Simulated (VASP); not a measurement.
## TaN: single point with LDA

The system is TaN.

```
Ta N
1.0
     2.93800    0.00000    0.00000
    -1.46900    2.54438    0.00000
     0.00000    0.00000    2.88300
Ta N
1 1
Direct
  0.00000 0.00000 0.50000
  0.66667 0.33333 0.00000
```

```yaml
Program: VASP 6.6.1
Task: single point
Functional: LDA
Potentials_or_basis: VASP PAW LDA potentials, release 64 (Ta_sv_GW, N_h)
Cutoff: 1330 eV
k_mesh: 10 × 10 × 9
Occupations: fermi-dirac, width 0.05 eV
Spin: no spin polarisation
Dipole_correction: no
Further_INCAR_settings: ALGO = Normal; EDIFF = 1e-06; NBANDS = 16
```

```yaml
Pressure: -10.5 GPa
Band_gap_on_the_k_mesh: zero (bands 9 and 10 overlap by 0.29 eV)
```

Stress tensor (GPa, compression positive):
```
 -9.97   0.00   0.00
  0.00  -9.97   0.00
  0.00   0.00 -11.49
```

Levels at points of the mesh, in eV from the Fermi level:
```csv
k point,band 5,band 6,band 7,band 8,band 9,band 10,band 11,band 12,band 13,band 14
"(0.00, 0.00, 0.00)",-17.55,-4.58,-4.58,-4.22,-2.91,2.32,3.54,3.54,3.90,3.90
"(0.50, 0.00, 0.00)",-15.22,-8.27,-5.22,-3.50,-3.16,2.91,3.99,5.13,5.24,7.49
```

Wall time 59 s on 1 thread of Intel(R) Xeon(R) Platinum 8488C (Sapphire Rapids) (shared host), peak memory 0.27 GiB.

Caveat: the cell stands under tension; spin-orbit coupling is left out, which moves the levels of the heavy elements.
